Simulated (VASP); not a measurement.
# AlGa3N4 (P-4) in VASP: single point with PBEsol

Aim: the single point of AlGa3N4 with PBEsol.

Everything below comes from runs of VASP 6.6.1. Logs are shortened: lines on timing, memory, paths and dates and some standing lists are left out, and cuts for length are marked.

## (1) The cell of the first run

The structure is tetragonal, space group P-4 (No. 81). Conventional cell: a = 4.468 Å, b = 4.468 Å, c = 4.676 Å, α = 90.00°, β = 90.00°, γ = 90.00°. Within 2.6 Å of Al (site symmetry -4) lie 4 N at 1.93 Å. Within 2.6 Å of Ga (site symmetry 2) lie 4 N at 1.96 to 2.00 Å. Within 2.6 Å of Ga (site symmetry -4) lie 4 N at 1.98 Å. Within 2.6 Å of N (site symmetry 1) lie 1 Al at 1.93 Å and 3 Ga at 1.96 to 2.00 Å.

## (2) Single point, PBEsol (mode 4 frozen in at -0.082 Å, normal strain along x +0.0467)

The input, INCAR:

```
SYSTEM = AlGa3N4
PREC = Accurate
ENCUT = 520
EDIFF = 1E-7
ISMEAR = 0
SIGMA = 0.05
LREAL = .FALSE.
LASPH = .TRUE.
NELM = 80
ALGO = Normal
ISIF = 2
LWAVE = .FALSE.
LCHARG = .TRUE.
GGA = PS
LELF = .TRUE.
LVHAR = .TRUE.
NBANDS = 41
```

The input, KPOINTS:

```
Automatic mesh
0
G
  6 6 6
  0 0 0
```

The input, POSCAR:

```
AlGa3N4
1.0
    4.6762132780      0.0000000000      0.0000000000
    0.0000000000      4.4675774128      0.0000000000
    0.0000000000      0.0000000000      4.4675774128
Al Ga N
1 3 4
Direct
    0.0000000000      0.0000000000      0.0000000000
    0.4815783830      0.5000000336      0.0000000000
    0.5184216170      0.0000000000      0.4999997448
    0.0000000000      0.4999999664      0.5000002552
    0.7550464963      0.7493609283      0.2392682031
    0.7550463181      0.2506389141      0.7607318177
    0.2449536612      0.7607318861      0.7493609967
    0.2449535244      0.2392682715      0.2506389825
```

Potentials or basis: VASP PAW PBE potentials, release 64 (Al, Ga_d, N).

Started as:

```console
$ cat potpaw_PBE.64/Al/POTCAR potpaw_PBE.64/Ga_d/POTCAR potpaw_PBE.64/N/POTCAR > POTCAR
$ mpirun -np 1 vasp_std > vasp.out
```

OUTCAR:

```text
SYSTEM = AlGa3N4
   PREC = Accurate
   ENCUT = 520
   EDIFF = 1E-7
   ISMEAR = 0
   LREAL = .FALSE.
   LASPH = .TRUE.
   NELM = 80
   ISIF = 2
   GGA = PS

 ion  position               nearest neighbor table
   1  0.000  0.000  0.000-   8 1.93   5 1.93   6 1.93   7 1.93
   2  0.482  0.500  0.000-   7 1.96   8 1.96   6 2.00   5 2.00
   3  0.518  0.000  0.500-   5 1.96   6 1.96   8 2.00   7 2.00
   4  0.000  0.500  0.500-   6 1.98   7 1.98   8 1.98   5 1.98
   5  0.755  0.749  0.239-   1 1.93   3 1.96   4 1.98   2 2.00
   6  0.755  0.251  0.761-   1 1.93   3 1.96   4 1.98   2 2.00
   7  0.245  0.761  0.749-   1 1.93   2 1.96   4 1.98   3 2.00
   8  0.245  0.239  0.251-   1 1.93   2 1.96   4 1.98   3 2.00

  LATTYP: Found a simple tetragonal cell.
 ALAT       =     4.4675774128
 C/A-ratio  =     1.0467000000

  Lattice vectors:

 A1 = (   0.0000000000,   4.4675774128,   0.0000000000)
 A2 = (   0.0000000000,   0.0000000000,   4.4675774128)
 A3 = (   4.6762132780,   0.0000000000,   0.0000000000)

Analysis of symmetry for initial positions (statically):
=====================================================================
 Subroutine PRICEL returns:
 Original cell was already a primitive cell.

 Routine SETGRP: Setting up the symmetry group for a
 simple tetragonal supercell.

 Subroutine GETGRP returns: Found  4 space group operations
 (whereof  4 operations were pure point group operations)
 out of a pool of 16 trial point group operations.

The static configuration has the point symmetry S_4 .

Analysis of symmetry for dynamics (positions and initial velocities):
=====================================================================
 Subroutine PRICEL returns:
 Original cell was already a primitive cell.

 Routine SETGRP: Setting up the symmetry group for a
 simple tetragonal supercell.

 Subroutine GETGRP returns: Found  4 space group operations
 (whereof  4 operations were pure point group operations)
 out of a pool of 16 trial point group operations.

The dynamic configuration has the point symmetry S_4 .

 Subroutine INISYM returns: Found  4 space group operations
 (whereof  4 operations are pure point group operations),
 and found     1 'primitive' translations

----------------------------------------------------------------------------------------

                                     Primitive cell

  volume of cell :      93.3337

  direct lattice vectors                    reciprocal lattice vectors
[... 100 lines left out ...]
   LREAL  =      F    real-space projection
   EDIFFG = 0.1E-05   stopping-criterion for IOM
   NSW    =      0    number of steps for IOM
   IBRION =     -1    ionic relax: 0-MD 1-quasi-New 2-CG
   NFREE  =      0    steps in history (QN), initial steepest desc. (CG)
   ISIF   =      2    stress and relaxation
   ISYM   =      2    0-nonsym 1-usesym 2-fastsym
   POTIM  = 0.5000    time-step for ionic-motion
   TEBEG  =    0.0;   TEEND  =   0.0 temperature during run
   PSTRESS=    0.0 pullay stress
   NELECT =      62.0000    total number of electrons
   NUPDOWN=      -1.0000    fix difference up-down
   EMIN   =  10.00;   EMAX   =-10.00  energy-range for DOS
   EFERMI =   0.00;   METHOD = LEGACY
   ISMEAR =     0;   SIGMA  =   0.05  broadening in eV -4-tet -1-fermi 0-gaus
   EFERMI_NEDOS =   21; number of points for ismear=-14 and -15
   IALGO  =     38    algorithm
   IMIX   =      4    mixing-type and parameters
     AMIX     =   0.40;   BMIX     =  1.00
     AMIX_MAG =   1.60;   BMIX_MAG =  1.00
  volume/ion in A,a.u.               =      11.67        78.73
  Fermi-wavevector in a.u.,A,eV,Ry     =   1.428431  2.699343 27.761529  2.040415
  Thomas-Fermi vector in A             =   2.548493
   LORBIT       =      0    0 simple, 1 ext, 2 COOP (PROOUT), +10 PAW based schemes
   GGA     = PS    functional components
   LHFCALC =     F    Hartree Fock is set to
   AEXX    =    0.0000 exact exchange contribution
   IVDW    =     0    specifies the selected vdW correction
   LEPSILON=     F    determine dielectric tensor
   LRPA    =     F    only Hartree local field effects (RPA)
 non-spin polarized calculation
 Gauss-broadening in eV      SIGMA  =   0.05
  energy-cutoff  :      520.00
  volume of cell :       93.33
 maximum number of plane-waves:      2541
   NGX = 17   NGY = 17   NGZ = 17

 number of electron      61.9999985 magnetization

 Free energy of the ion-electron system (eV)
  ---------------------------------------------------
  ext. energy  EPLUGINS =         0.00000000
  ---------------------------------------------------
  free energy    TOTEN  =       -54.73090426 eV

  energy without entropy =      -54.73090426  energy(sigma->0) =      -54.73090426

 E-fermi :   5.1246     XC(G=0): -11.5147

 val. band max:        4.9218028951   @ k =   0.0000   0.0000   0.0000
 cond. band min:       6.8223613501   @ k =   0.0000   0.0000   0.0000
 fundamental gap:      1.9005584551
 Fermi energy:         5.1245813015

 k-point     1 :       0.0000    0.0000    0.0000
  band No.  band energies     occupation
      1     -10.4853      2.00000
      2      -9.3976      2.00000
      3      -9.3730      2.00000
      4      -9.3730      2.00000
      5      -8.2688      2.00000
      6      -8.2673      2.00000
[... 1045 lines left out ...]
     40      15.0319      0.00000
     41      15.1342      0.00000

 [... further k-points ...]
[... 5 lines left out ...]
  --------------------------------------------------------------------------------------
  -------------------------------------------------------------------------------------
  Total       -7.3887135     -3.4571673     -3.4571673      0.0000000      0.0000003      0.0000000
  in kB     -126.8355299    -59.3461422    -59.3461422      0.0000000      0.0000056      0.0000000
  external PRESSURE =     -81.8426047 kB  Pullay stress =       0.0000000 kB

 VOLUME and BASIS-vectors are now :
 -----------------------------------------------------------------------------
  energy-cutoff  :      520.00
  volume of cell :       93.33
      direct lattice vectors                 reciprocal lattice vectors
     4.676213278  0.000000000  0.000000000     0.213848244  0.000000000  0.000000000
     0.000000000  4.467577413  0.000000000     0.000000000  0.223834957  0.000000000
     0.000000000  0.000000000  4.467577413     0.000000000  0.000000000  0.223834957

 POSITION                                       TOTAL-FORCE (eV/Angst)
 -----------------------------------------------------------------------------------
      0.00000      0.00000      0.00000         0.000000      0.000000      0.000000
      2.25196      2.23379      0.00000         0.741611      0.000000      0.000000
      2.42425      0.00000      2.23379        -0.741611      0.000000     -0.000000
      0.00000      2.23379      2.23379         0.000000      0.000000      0.000000
      3.53076      3.34783      1.06895        -0.037626      0.090210      0.064717
      3.53076      1.11975      3.39863        -0.037626     -0.090210     -0.064717
      1.14546      3.39863      3.34783         0.037626     -0.064717      0.090210
      1.14545      1.06895      1.11975         0.037626      0.064717     -0.090210
 -----------------------------------------------------------------------------------
    total drift:                               -0.000000     -0.000018      0.000001

  FREE ENERGIE OF THE ION-ELECTRON SYSTEM (eV)
  ---------------------------------------------------
  free  energy   TOTEN  =       -54.7309042566 eV

  energy  without entropy=      -54.7309042566  energy(sigma->0) =      -54.73090426
```

OSZICAR:

```text
N       E                     dE             d eps       ncg     rms          rms(c)
DAV:   1     0.628922233185E+03    0.62892E+03   -0.27764E+04  4060   0.251E+03
DAV:   2     0.534812164464E+02   -0.57544E+03   -0.53723E+03  3880   0.641E+02
DAV:   3    -0.541063034254E+02   -0.10759E+03   -0.10414E+03  4045   0.193E+02
DAV:   4    -0.620188230749E+02   -0.79125E+01   -0.78415E+01  4959   0.555E+01
DAV:   5    -0.622165814583E+02   -0.19776E+00   -0.19753E+00  4512   0.872E+00    0.146E+01
DAV:   6    -0.546287494972E+02    0.75878E+01   -0.23065E+01  6632   0.554E+01    0.451E+00
DAV:   7    -0.548213389418E+02   -0.19259E+00   -0.34356E+00  4210   0.105E+01    0.380E+00
DAV:   8    -0.547705815599E+02    0.50757E-01   -0.53954E-01  5683   0.722E+00    0.115E+00
DAV:   9    -0.547299699883E+02    0.40612E-01   -0.16408E-01  5674   0.530E+00    0.472E-01
DAV:  10    -0.547308565128E+02   -0.88652E-03   -0.15597E-02  4340   0.831E-01    0.227E-01
DAV:  11    -0.547308898671E+02   -0.33354E-04   -0.13669E-03  5520   0.757E-01    0.394E-02
DAV:  12    -0.547308988574E+02   -0.89903E-05   -0.23594E-04  5499   0.351E-01    0.141E-02
DAV:  13    -0.547309030155E+02   -0.41581E-05   -0.52084E-05  5614   0.881E-02    0.868E-03
DAV:  14    -0.547309042898E+02   -0.12743E-05   -0.10938E-05  5126   0.259E-02    0.355E-03
DAV:  15    -0.547309043918E+02   -0.10201E-06   -0.14320E-06  4472   0.175E-02    0.249E-03
DAV:  16    -0.547309042870E+02    0.10477E-06   -0.19628E-07  3052   0.175E-02    0.900E-04
DAV:  17    -0.547309042566E+02    0.30399E-07   -0.14421E-07  3197   0.454E-03
   1 F= -.54730904E+02 E0= -.54730904E+02  d E =-.196726E-10
```

stdout:

```text
POSCAR found type information on POSCAR AlGaN
 POSCAR found :  3 types and       8 ions
 scaLAPACK will be used
 -----------------------------------------------------------------------------
|                                                                             |
|                                                                             |
|     You enforced a specific xc type in the INCAR file but a different       |
|     I HOPE YOU KNOW WHAT YOU ARE DOING!                                     |
|                                                                             |
 -----------------------------------------------------------------------------

 LDA part: xc-table for (Slater+PW92), standard interpolation
 POSCAR, INCAR and KPOINTS ok, starting setup
 FFT: planning ... GRIDC
 FFT: planning ... GRID_SOFT
 FFT: planning ... GRID
 WAVECAR not read
 entering main loop
```

It took 6.6 min on 1 thread of AMD EPYC 7R13, shared host; peak memory 0.26 GiB.

Results:

```yaml
Free_energy: -54.7309 eV
Pressure: -8.2 GPa
Largest_force: 0.742 eV/Å
Band_gap_on_the_k_mesh: 1.90 eV, direct
```

Forces in eV/Å, atoms in the order of the input:
```
Al   0.000  0.000  0.000
Ga   0.742  0.000  0.000
Ga  -0.742  0.000  0.000
Ga   0.000  0.000  0.000
N   -0.038  0.090  0.065
N   -0.038 -0.090 -0.065
N    0.038 -0.065  0.090
N    0.038  0.065 -0.090
```

Caveat: the cell differs from its parent crystal (mode 4 frozen in at -0.082 Å, normal strain along x +0.0467); the PAW data sets were made with another functional, which shifts forces and pressure a little.
